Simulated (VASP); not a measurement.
# Si5P (Cmmm) in VASP: notebook

Si5P is run at these levels: PBE; tasks: single point.

All numbers are computed with VASP 6.6.1; they aren't measurements. Logs are shortened: lines on timing, memory, paths and dates and some standing lists are left out, and cuts for length are marked.

## 1. The cell of the first run

The structure is orthorhombic, space group Cmmm (No. 65). Conventional cell: a = 5.558 Å, b = 6.528 Å, c = 5.524 Å, α = 90.00°, β = 90.00°, γ = 90.00°. Si (site symmetry 2/m) has 6 Si at 2.14 to 2.78 Å within 2.8 Å. Within 2.8 Å of Si (site symmetry 2/m) lie 2 P at 2.14 Å and 4 Si at 2.76 to 2.78 Å. Si (site symmetry mmm) has 4 Si at 2.14 Å and 2 P at 2.76 Å within 2.8 Å. Within 2.8 Å of P (site symmetry mmm) lie 6 Si at 2.14 to 2.76 Å.

The cell was generated, and may not be a known phase.

## 2. Single point, PBE

INCAR reads:

```
PREC = Accurate ; ENCUT = 520
EDIFF = 1E-7 ; ISMEAR = 0
SIGMA = 0.1 ; LREAL = False
LASPH = True ; NELM = 60
ALGO = Normal ; ISIF = 2
LWAVE = False ; LCHARG = False
GGA = PE ; NBANDS = 22
```

KPOINTS reads:

```
Automatic mesh
0
Gamma
  4 4 4
```

POSCAR reads:

```
Si5P
1.0
    2.7788198900     -3.2639785000      0.0000000000
    2.7788198900      3.2639785000      0.0000000000
    0.0000000000      0.0000000000      5.5237721800
Si P
5 1
Direct
    0.0000000000      0.5000000000      0.5000000000
    0.5000000000      0.0000000000      0.5000000000
    0.0000000000      0.5000000000      0.0000000000
    0.5000000000      0.0000000000      0.0000000000
    0.5000000000      0.5000000000      0.5000000000
    0.5000000000      0.5000000000      0.0000000000
```

Potentials or basis: VASP PAW PBE potentials, release 64 (Si, P).

Started as:

```bash
cat potpaw_PBE.64/Si/POTCAR potpaw_PBE.64/P/POTCAR > POTCAR
mpirun -np 1 vasp_std > vasp.out
```

OUTCAR:

```text
PREC = Accurate
   ENCUT = 520
   EDIFF = 1E-7
   ISMEAR = 0
   LREAL = False
   LASPH = True
   NELM = 60
   ISIF = 2
   GGA = PE

 ion  position               nearest neighbor table
   1  0.000  0.500  0.500-   5 2.14   5 2.14   3 2.76   3 2.76   2 2.78   2 2.78
   2  0.500  0.000  0.500-   5 2.14   5 2.14   4 2.76   4 2.76   1 2.78   1 2.78
   3  0.000  0.500  0.000-   6 2.14   6 2.14   1 2.76   1 2.76   4 2.78   4 2.78
   4  0.500  0.000  0.000-   6 2.14   6 2.14   2 2.76   2 2.76   3 2.78   3 2.78
   5  0.500  0.500  0.500-   1 2.14   2 2.14   2 2.14   1 2.14   6 2.76   6 2.76
   6  0.500  0.500  0.000-   3 2.14   4 2.14   4 2.14   3 2.14   5 2.76   5 2.76

  LATTYP: Found a base centered orthorhombic cell.
 ALAT       =     5.5576397800
 B/A-ratio  =     1.1745915997
 C/A-ratio  =     0.9939061182

  Lattice vectors:

 A1 = (   2.7788198900,  -3.2639785000,   0.0000000000)
 A2 = (   2.7788198900,   3.2639785000,   0.0000000000)
 A3 = (   0.0000000000,   0.0000000000,   5.5237721800)

Analysis of symmetry for initial positions (statically):
=====================================================================
 Subroutine PRICEL returns:
 Original cell was already a primitive cell.

 Routine SETGRP: Setting up the symmetry group for a
 base centered orthorhombic supercell.

 Subroutine GETGRP returns: Found  8 space group operations
 (whereof  8 operations were pure point group operations)
 out of a pool of  8 trial point group operations.

The static configuration has the point symmetry D_2h.

Analysis of symmetry for dynamics (positions and initial velocities):
=====================================================================
 Subroutine PRICEL returns:
 Original cell was already a primitive cell.

 Routine SETGRP: Setting up the symmetry group for a
 base centered orthorhombic supercell.

 Subroutine GETGRP returns: Found  8 space group operations
 (whereof  8 operations were pure point group operations)
 out of a pool of  8 trial point group operations.

The dynamic configuration has the point symmetry D_2h.

 Subroutine INISYM returns: Found  8 space group operations
 (whereof  8 operations are pure point group operations),
 and found     1 'primitive' translations

----------------------------------------------------------------------------------------

                                     Primitive cell

  volume of cell :     100.2013

  direct lattice vectors                    reciprocal lattice vectors
     2.778819890 -3.263978500  0.000000000     0.179932496 -0.153187284  0.000000000
     2.778819890  3.263978500  0.000000000     0.179932496  0.153187284  0.000000000
     0.000000000  0.000000000  5.523772180     0.000000000  0.000000000  0.181035707

  length of vectors
     4.286653197  4.286653197  5.523772180     0.236309219  0.236309219  0.181035707

  position of ions in fractional coordinates (direct lattice)
     0.000000000  0.500000000  0.500000000
     0.500000000  0.000000000  0.500000000
     0.000000000  0.500000000  0.000000000
     0.500000000  0.000000000  0.000000000
     0.500000000  0.500000000  0.500000000
     0.500000000  0.500000000  0.000000000

  ion indices of the primitive-cell ions
   primitive index   ion index
                 1           1
                 2           2
                 3           3
                 4           4
                 5           5
                 6           6

----------------------------------------------------------------------------------------

 KPOINTS: Automatic mesh

Automatic generation of k-mesh.
 Grid dimensions read from file:
 generate k-points for:    4    4    4

 Generating k-lattice:

  Cartesian coordinates                     Fractional coordinates (reciprocal lattice)
     0.044983124 -0.038296821  0.000000000     0.250000000  0.000000000  0.000000000
     0.044983124  0.038296821  0.000000000     0.000000000  0.250000000  0.000000000
     0.000000000  0.000000000  0.045258927     0.000000000  0.000000000  0.250000000

  Length of vectors
     0.059077305  0.059077305  0.045258927

  Shift w.r.t. Gamma in fractional coordinates (k-lattice)
     0.000000000  0.000000000  0.000000000

 Subroutine IBZKPT returns following result:
 ===========================================

 Found     21 irreducible k-points:

 Following reciprocal coordinates:
            Coordinates               Weight
  0.000000  0.000000  0.000000      1.000000
  0.250000  0.000000  0.000000      4.000000
  0.500000  0.000000  0.000000      2.000000
  0.250000  0.250000  0.000000      2.000000
  0.500000  0.250000  0.000000      4.000000
 -0.250000  0.250000  0.000000      2.000000
[... 13 lines left out ...]
 -0.250000  0.250000  0.500000      2.000000
  0.500000  0.500000  0.500000      1.000000
   k-points           NKPTS =     21   k-points in BZ     NKDIM =     21   number of bands    NBANDS=     22
   number of dos      NEDOS =    301   number of ions     NIONS =      6
   total plane-waves  NPLWV =  43008
   dimension x,y,z NGX =    32 NGY =   32 NGZ =   42
   dimension x,y,z NGXF=    64 NGYF=   64 NGZF=   84
   ions per type =               5   1
   NGX,Y,Z   is equivalent  to a cutoff of  12.41, 12.41, 12.64 a.u.
   NGXF,Y,Z  is equivalent  to a cutoff of  24.82, 24.82, 25.28 a.u.
 SYSTEM =  unknown system
   PREC   = accura    normal or accurate (medium, high low for compatibility)
   ISTART =      0    job   : 0-new  1-cont  2-samecut
   ICHARG =      2    charge: 1-file 2-atom 10-const
   ISPIN  =      1    spin polarized calculation?
   LNONCOLLINEAR =      F non collinear calculations
   LSORBIT =      F    spin-orbit coupling
   LASPH  =      T    aspherical Exc in radial PAW
   ENCUT  =  520.0 eV  38.22 Ry    6.18 a.u.   7.97  7.97 10.27*2*pi/ulx,y,z
   NELM   =     60;   NELMIN=  2; NELMDL= -5     # of ELM steps
   EDIFF  = 0.1E-06   stopping-criterion for ELM
   LREAL  =      F    real-space projection
   EDIFFG = 0.1E-05   stopping-criterion for IOM
   NSW    =      0    number of steps for IOM
   IBRION =     -1    ionic relax: 0-MD 1-quasi-New 2-CG
   NFREE  =      0    steps in history (QN), initial steepest desc. (CG)
   ISIF   =      2    stress and relaxation
   ISYM   =      2    0-nonsym 1-usesym 2-fastsym
   POTIM  = 0.5000    time-step for ionic-motion
   TEBEG  =    0.0;   TEEND  =   0.0 temperature during run
   PSTRESS=    0.0 pullay stress
   NELECT =      25.0000    total number of electrons
   NUPDOWN=      -1.0000    fix difference up-down
   EMIN   =  10.00;   EMAX   =-10.00  energy-range for DOS
   EFERMI =   0.00;   METHOD = LEGACY
   ISMEAR =     0;   SIGMA  =   0.10  broadening in eV -4-tet -1-fermi 0-gaus
   EFERMI_NEDOS =   21; number of points for ismear=-14 and -15
   IALGO  =     38    algorithm
   IMIX   =      4    mixing-type and parameters
     AMIX     =   0.40;   BMIX     =  1.00
     AMIX_MAG =   1.60;   BMIX_MAG =  1.00
  volume/ion in A,a.u.               =      16.70       112.70
  Fermi-wavevector in a.u.,A,eV,Ry     =   1.030616  1.947582 14.451700  1.062170
  Thomas-Fermi vector in A             =   2.164723
   LORBIT       =      0    0 simple, 1 ext, 2 COOP (PROOUT), +10 PAW based schemes
   GGA     = PE    functional components
   LHFCALC =     F    Hartree Fock is set to
   AEXX    =    0.0000 exact exchange contribution
   IVDW    =     0    specifies the selected vdW correction
   LEPSILON=     F    determine dielectric tensor
   LRPA    =     F    only Hartree local field effects (RPA)
 non-spin polarized calculation
 Gauss-broadening in eV      SIGMA  =   0.10
  energy-cutoff  :      520.00
  volume of cell :      100.20
 maximum number of plane-waves:      2736
   NGX = 15   NGY = 15   NGZ = 21

 number of electron      25.0000000 magnetization

 Free energy of the ion-electron system (eV)
  ---------------------------------------------------
  ext. energy  EPLUGINS =         0.00000000
  ---------------------------------------------------
  free energy    TOTEN  =       -26.31170108 eV

  energy without entropy =      -26.28390296  energy(sigma->0) =      -26.29780202

 E-fermi :   7.7973     XC(G=0): -10.3171

 val. band max:        7.7940212609   @ k =   0.5000   0.0000   0.0000
 cond. band min:       7.8203751671   @ k =   0.5000   0.2500   0.5000
 fundamental gap:      0.0263539062
 Fermi energy:         7.7972727347

 k-point     1 :       0.0000    0.0000    0.0000
  band No.  band energies     occupation
      1      -7.0168      2.00000
      2      -3.8310      2.00000
      3       0.3691      2.00000
      4       0.4429      2.00000
      5       1.2624      2.00000
      6       1.4452      2.00000
[... 14 lines left out ...]
     21      12.5837      0.00000
     22      13.1440      0.00000

 k-point     2 :       0.2500    0.0000    0.0000
  band No.  band energies     occupation
      1      -6.6859      2.00000
      2      -3.4889      2.00000
      3      -1.6871      2.00000
      4       0.8066      2.00000
      5       1.0009      2.00000
      6       1.1863      2.00000
[... 14 lines left out ...]
     21      13.0655      0.00000
     22      13.3620      0.00000

 k-point     3 :       0.5000    0.0000    0.0000
  band No.  band energies     occupation
      1      -6.2167      2.00000
      2      -3.0878      2.00000
      3      -2.9026      2.00000
      4      -0.2025      2.00000
      5       1.3425      2.00000
      6       1.3772      2.00000
[... 14 lines left out ...]
     21      13.9565      0.00000
     22      14.1457      0.00000
[... 401 lines left out ...]
 k-point    20 :      -0.2500    0.2500    0.5000
  band No.  band energies     occupation
      1      -5.9839      2.00000
      2      -4.3619      2.00000
      3      -1.0416      2.00000
      4      -0.1794      2.00000
      5       0.1124      2.00000
      6       0.3778      2.00000
[... 14 lines left out ...]
     21      14.8987      0.00000
     22      14.9520      0.00000

 k-point    21 :       0.5000    0.5000    0.5000
  band No.  band energies     occupation
      1      -5.0751      2.00000
      2      -2.7175      2.00000
      3      -2.5568      2.00000
      4      -2.0778      2.00000
      5      -0.9545      2.00000
      6      -0.4043      2.00000
[... 14 lines left out ...]
     21      13.8700      0.00000
     22      14.1489      0.00000

------------------------ aborting loop because EDIFF is reached ----------------------------------------

  FORCE on cell =-STRESS in cart. coord.  units (eV):
  Direction    XX          YY          ZZ          XY          YZ          ZX
  --------------------------------------------------------------------------------------
  -------------------------------------------------------------------------------------
  Total       17.4679371     29.5903547    -12.1766313     -0.0000000      0.0000000      0.0000000
  in kB      279.3050321    473.1374349   -194.6992580     -0.0000000      0.0000000      0.0000000
  external PRESSURE =     185.9144030 kB  Pullay stress =       0.0000000 kB

 VOLUME and BASIS-vectors are now :
 -----------------------------------------------------------------------------
  energy-cutoff  :      520.00
  volume of cell :      100.20
      direct lattice vectors                 reciprocal lattice vectors
     2.778819890 -3.263978500  0.000000000     0.179932496 -0.153187284  0.000000000
     2.778819890  3.263978500  0.000000000     0.179932496  0.153187284  0.000000000
     0.000000000  0.000000000  5.523772180     0.000000000  0.000000000  0.181035707

 POSITION                                       TOTAL-FORCE (eV/Angst)
 -----------------------------------------------------------------------------------
      1.38941      1.63199      2.76189        -0.000000     -0.000000      0.000000
      1.38941     -1.63199      2.76189        -0.000000     -0.000000      0.000000
      1.38941      1.63199      0.00000        -0.000000     -0.000000      0.000000
      1.38941     -1.63199      0.00000        -0.000000     -0.000000      0.000000
      2.77882      0.00000      2.76189        -0.000000      0.000000      0.000000
      2.77882      0.00000      0.00000         0.000000      0.000000      0.000000
 -----------------------------------------------------------------------------------
    total drift:                               -0.000000     -0.000000     -0.000000

  FREE ENERGIE OF THE ION-ELECTRON SYSTEM (eV)
  ---------------------------------------------------
  free  energy   TOTEN  =       -26.3117010807 eV

  energy  without entropy=      -26.2839029643  energy(sigma->0) =      -26.29780202
```

Wall time 23 s (1 thread of Intel Xeon Platinum 8488C (Sapphire Rapids), shared host); peak memory 0.2 GiB.

Results:

* Free energy: -26.3117 eV
* Pressure: 18.6 GPa
* Band gap on the k mesh: zero (an odd number of electrons rules out a gap without spin polarisation)

Stress tensor (GPa, compression positive):
```
 27.93   0.00   0.00
  0.00  47.31   0.00
  0.00   0.00 -19.47
```

Levels at points of the mesh, in eV from the Fermi level:
```tsv
k point	band 8	band 9	band 10	band 11	band 12	band 13	band 14	band 15	band 16	band 17
(0.00, 0.00, 0.00)	-4.45	-3.99	-2.88	-1.09	-0.24	-0.18	0.55	1.73	2.22	2.50
(0.50, 0.00, 0.00)	-4.12	-3.99	-1.79	-1.21	-0.32	0.00	1.29	1.98	2.78	2.82
(0.50, 0.50, 0.00)	-5.12	-4.22	-2.86	-2.39	1.21	1.95	2.39	2.79	2.98	4.14
(0.00, 0.00, 0.50)	-4.80	-4.34	-3.74	-2.74	-2.34	0.57	0.84	3.32	3.35	3.38
(0.50, 0.00, 0.50)	-3.84	-2.98	-2.05	-0.51	-0.27	-0.25	-0.18	0.56	0.87	3.39
(0.50, 0.50, 0.50)	-4.12	-2.20	-0.91	-0.78	-0.37	0.41	0.94	1.84	2.05	3.43
```

Caveat: the k points lie up to 0.37 Å⁻¹ apart, too coarse for converged energies and pressures of a metal.

## 3. Single point, PBE

This run uses another cell than the first one, of 17.79 Å³/atom.

INCAR reads:

```
PREC     = Accurate       # precision mode
ENCUT    = 520            # plane-wave cutoff, eV
EDIFF    = 1E-6           # SCF threshold, eV
ISMEAR   = 0              # smearing method
SIGMA    = 0.1            # smearing width, eV
LREAL    = False          # projectors in reciprocal space
LASPH    = True           # aspherical terms in the spheres
NELM     = 100            # most SCF steps
ALGO     = Normal         # electronic algorithm
ISIF     = 2              # what is computed and relaxed
LWAVE    = False          # write WAVECAR
LCHARG   = False          # write CHGCAR
GGA      = PE             # functional
NBANDS   = 22             # bands
```

KPOINTS reads:

```
regular mesh
0
Gamma
  4 4 4
```

POSCAR, as its differences from that of step 2:

```diff
@@ -2,5 +2,5 @@
 1.0
-    2.7788198900     -3.2639785000      0.0000000000
-    2.7788198900      3.2639785000      0.0000000000
-    0.0000000000      0.0000000000      5.5237721800
+    2.4606635698     -4.2226837007      0.0000000000
+    2.4606635698      4.2226837007      0.0000000000
+    0.0000000000      0.0000000000      5.1368740264
 Si P
```

Potentials or basis: VASP PAW PBE potentials, release 64 (Si, P).

Started as:

```bash
cat potpaw_PBE.64/Si/POTCAR potpaw_PBE.64/P/POTCAR > POTCAR
mpirun -np 1 vasp_std > vasp.out
```

Wall time 24 s (1 thread of Intel Xeon Platinum 8488C (Sapphire Rapids), shared host); peak memory 0.22 GiB.

The run converged. Its results:

```yaml
Free_energy: -30.1715 eV
Pressure: 0.1 GPa
Band_gap_on_the_k_mesh: zero (an odd number of electrons rules out a gap without spin polarisation)
```

Stress tensor (GPa, compression positive):
```
 0.06  0.00  0.00
 0.00  0.27  0.00
 0.00  0.00 -0.10
```

Levels at points of the mesh, in eV from the Fermi level:
```tsv
k point	band 8	band 9	band 10	band 11	band 12	band 13	band 14	band 15	band 16	band 17
(0.00, 0.00, 0.00)	-4.37	-3.70	-2.05	-1.84	-1.12	-1.04	-1.01	-0.39	1.36	1.49
(0.50, 0.00, 0.00)	-4.23	-3.08	-2.34	-2.01	-0.38	0.23	1.10	1.22	2.67	2.94
(0.50, 0.50, 0.00)	-5.03	-2.97	-1.84	-1.59	-0.60	0.27	0.61	0.97	2.69	3.06
(0.00, 0.00, 0.50)	-4.89	-3.68	-2.69	-2.58	-2.45	-1.80	-1.36	2.74	2.78	3.60
(0.50, 0.00, 0.50)	-4.09	-1.27	-0.53	-0.30	0.52	0.84	1.41	1.46	1.55	1.87
(0.50, 0.50, 0.50)	-4.06	-1.10	-0.89	-0.40	0.46	0.63	1.13	1.30	1.45	1.95
```

Caveat: the k points lie up to 0.37 Å⁻¹ apart, too coarse for converged energies and pressures of a metal.

The gap in the log of VASP goes by the Fermi energy; the results here count the filled bands.